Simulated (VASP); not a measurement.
A run of VASP 6.6.1 is set up as follows.

INCAR

```
PREC = Accurate
ENCUT = 520
EDIFF = 1E-6
ISMEAR = -1
SIGMA = 0.05
LREAL = False
LASPH = True
NELM = 60
ALGO = Normal
ISIF = 2
LWAVE = False
LCHARG = False
GGA = PS
NBANDS = 20
```

File KPOINTS:

```
Automatic mesh
0
Gamma
  13 13 13
```

File POSCAR:

```
MoS2
1.0
    1.5762110184      0.9100258558      6.1028504825
   -1.5762110184      0.9100258558      6.1028504825
    0.0000000000     -1.8200517116      6.1028504825
Mo S
1 2
Direct
    0.0000000000      0.0000000000      0.0000000000
    0.7484000000      0.7484000000      0.7484000000
    0.5849000000      0.5849000000      0.5849000000
```

Potentials or basis: VASP PAW PBE potentials, release 64 (Mo_sv, S).

Command:

```sh
$ cat potpaw_PBE.64/Mo_sv/POTCAR potpaw_PBE.64/S/POTCAR > POTCAR
$ mpirun -np 1 vasp_std > vasp.out
```

(1) What does it give for the band gap on the k mesh?

(2) Predict the pressure.

## Answers

(1) 0.74 eV, indirect (least direct gap 1.84 eV).

(2) 5.9 GPa.

Caveat: the PAW data sets were made with another functional, which shifts forces and pressure a little.
